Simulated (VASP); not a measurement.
Input of a VASP 6.6.1 run:

Contents of INCAR:

```
ALGO     = Normal         # electronic algorithm
EDIFF    = 1E-6           # SCF threshold, eV
ENCUT    = 520            # plane-wave cutoff, eV
GGA      = PS             # functional
ISIF     = 2              # what is computed and relaxed
ISMEAR   = 0              # smearing method
LASPH    = T              # aspherical terms in the spheres
LCHARG   = F              # write CHGCAR
LREAL    = F              # projectors in reciprocal space
LWAVE    = F              # write WAVECAR
NBANDS   = 12             # bands
NELM     = 100            # most SCF steps
PREC     = Accurate       # precision mode
SIGMA    = 0.15           # smearing width, eV
```

File KPOINTS:

```
k-points
0
Gamma
  24 24 24
```

File POSCAR:

```
Cu
1.0
   -1.3995095204      1.3995095204      1.3347990065
    1.3995095204     -1.3995095204      1.3347990065
    1.3995095204      1.3995095204     -1.3347990065
Cu
1
Direct
    0.0000000000      0.0000000000      0.0000000000
```

Potentials or basis: VASP PAW PBE potentials, release 64 (Cu).

Launch:

```sh
$ cat potpaw_PBE.64/Cu/POTCAR > POTCAR
$ mpirun -np 1 vasp_std > vasp.out
```

Question: Estimate the pressure.

Answer: 17.6 GPa.

Stress tensor (GPa, compression positive):
```
17.48  0.00  0.00
 0.00 17.48  0.00
 0.00  0.00 17.76
```

Caveat: the cell differs from its parent crystal (strain -0.030 along x and y, -0.030 along z); the PAW data sets were made with another functional, which shifts forces and pressure a little.
